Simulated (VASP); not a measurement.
Set up this calculation in VASP 6.6.1, as the native input.

- Task: relaxation of cell and atoms
- Functional: PBE
- Potentials or basis: VASP PAW PBE potentials, release 64 (Ga_d, Sn_d, O)
- Cutoff: 600 eV
- k mesh: 6 × 6 × 6
- Occupations: gaussian, width 0.1 eV
- Spin: no spin polarisation
- Dipole correction: no
- Further INCAR settings: ALGO = Normal; EDIFF = 1e-06; IBRION = 2; EDIFFG = -0.04; NSW = 90; ISIF = 3

The structure of Ga2SnO3 lies in POSCAR:

```
Ga2SnO3
1.0
    5.7277031200      0.0000000000      0.0000000000
   -2.8638515600      4.9603364100      0.0000000000
    0.0000000000      0.0000000000      3.1760897700
Ga Sn O
2 1 3
Direct
    0.3333333300      0.6666666700      0.0000000000
    0.6666666700      0.3333333300      0.0000000000
    0.0000000000      0.0000000000      0.0000000000
    0.5000000000      0.0000000000      0.5000000000
    0.5000000000      0.5000000000      0.5000000000
    0.0000000000      0.5000000000      0.5000000000
```

The input as run:

INCAR

```
SYSTEM = Ga2SnO3
PREC = Accurate ; ENCUT = 600
EDIFF = 1E-6 ; ISMEAR = 0
SIGMA = 0.1 ; LREAL = .FALSE.
LASPH = .TRUE. ; NELM = 80
ALGO = Normal ; ISIF = 3
LWAVE = .FALSE. ; LCHARG = .FALSE.
GGA = PE ; IBRION = 2
NSW = 90 ; EDIFFG = -0.04
```

KPOINTS

```
regular mesh
0
G
  6 6 6
  0 0 0
```

Potentials or basis: VASP PAW PBE potentials, release 64 (Ga_d, Sn_d, O).

Command:

```sh
$ cat potpaw_PBE.64/Ga_d/POTCAR potpaw_PBE.64/Sn_d/POTCAR potpaw_PBE.64/O/POTCAR > POTCAR
$ mpirun -np 1 vasp_std > vasp.out
```

It gave:

| Property | Result |
| --- | --- |
| Relaxed volume | 13.06 Å³/atom |
| Relaxed cell | a = 5.663 Å, b = 5.663 Å, c = 2.820 Å, α = 90.00°, β = 90.00°, γ = 120.00° |
| Space group after relaxing (to 0.05 Å) | P6/mmm (No. 191) |
| Energy gained by relaxing | 180.7 meV/atom |
| Ionic steps | 7 |
| Pressure after relaxing | 0.1 GPa |
| Band gap on the k mesh | zero (band 29 reaches 7.76 eV, above the bottom of band 30 at 5.47 eV) |

Caveat: spin-orbit coupling is left out, which moves the levels of the heavy elements.

Run time: 5.7 min on 1 thread of AMD EPYC 9R45 96-Core Processor (Zen 5), with other jobs on the host, peak memory 0.29 GiB.
